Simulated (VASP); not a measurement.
Here is a VASP 6.6.1 calculation.

INCAR

```
PREC = Accurate
ENCUT = 520
EDIFF = 1E-6
ISMEAR = 0
SIGMA = 0.01
LREAL = Auto
LASPH = T
NELM = 120
ALGO = Normal
ISIF = 2
LWAVE = F
LCHARG = T
GGA = PE
LELF = T
LVHAR = T
NBANDS = 86
GGA_COMPAT = F
```

The input KPOINTS:

```
Automatic mesh
0
Gamma
  1 1 1
  0.25 0.25 0.25
```

The input POSCAR:

```
CaAl15N15
1.0
    6.2604124010      0.0000000606      0.0000000000
   -3.1302062500      5.4216761488      0.0000000000
    0.0000000000      0.0000000000     10.0361163400
Al Ca N
15 1 15
Direct
    0.3405077203      0.1595568824      0.2462874760
    0.3316184205      0.1689535137      0.7568832081
    0.1658617071      0.3337821908      0.9979831601
    0.3370906362      0.6678355962      0.2471733957
    0.1695273246      0.8252333255      0.4956181444
    0.3307349233      0.6697501155      0.7537730022
    0.1631291491      0.8327278857      1.0009934736
    0.8325593002      0.1632005835      0.2471307120
    0.6751461416      0.3308366158      0.4957477919
    0.8300679187      0.1692751944      0.7538755347
    0.6669959480      0.3366302999      1.0010456183
    0.8330083667      0.6670041865      0.2515626599
    0.6616336415      0.8378790851      0.4988092341
    0.8302298609      0.6706057083      0.7466739152
    0.6658527616      0.8336542320      0.9997118658
    0.1885268362      0.3104544557      0.4968420764
    0.1725485668      0.3288504191      0.1921685080
    0.3332877293      0.1664092706      0.9446924224
    0.1649891584      0.3347001005      0.7137752602
    0.3451133634      0.6925175084      0.4305186913
    0.1642203947      0.8271454277      0.1896314774
    0.3312928291      0.6722254352      0.9438727906
    0.1676493718      0.8397828582      0.6867550118
    0.8066426084      0.1542776547      0.4304415035
    0.6728156423      0.3355626999      0.1896814229
    0.8270604111      0.1679174921      0.9438998699
    0.6613605946      0.3336262644      0.6867200297
    0.8317087616      0.6684846302      0.4423893246
    0.6704251895      0.8298593373      0.1870773339
    0.8311445392      0.6685939302      0.9371455463
    0.6639168535      0.8360004302      0.6907369690
```

Potentials or basis: VASP PAW PBE potentials, release 64 (Al, Ca_sv, N).

Run with:

```console
$ cat potpaw_PBE.64/Al/POTCAR potpaw_PBE.64/Ca_sv/POTCAR potpaw_PBE.64/N/POTCAR > POTCAR
$ mpirun -np 1 vasp_std > vasp.out
```

Question: Estimate the largest force.

Answer: 0.394 eV/Å.

Question: Predict the band gap on the k mesh.

Answer: 1.96 eV.

Question: Estimate the pressure.

Answer: 4.1 GPa.

Stress tensor (GPa, compression positive):
```
 3.85 -1.20 -0.98
-1.20  2.55  0.59
-0.98  0.59  5.91
```

Caveat: the k points lie up to 0.58 Å⁻¹ apart.
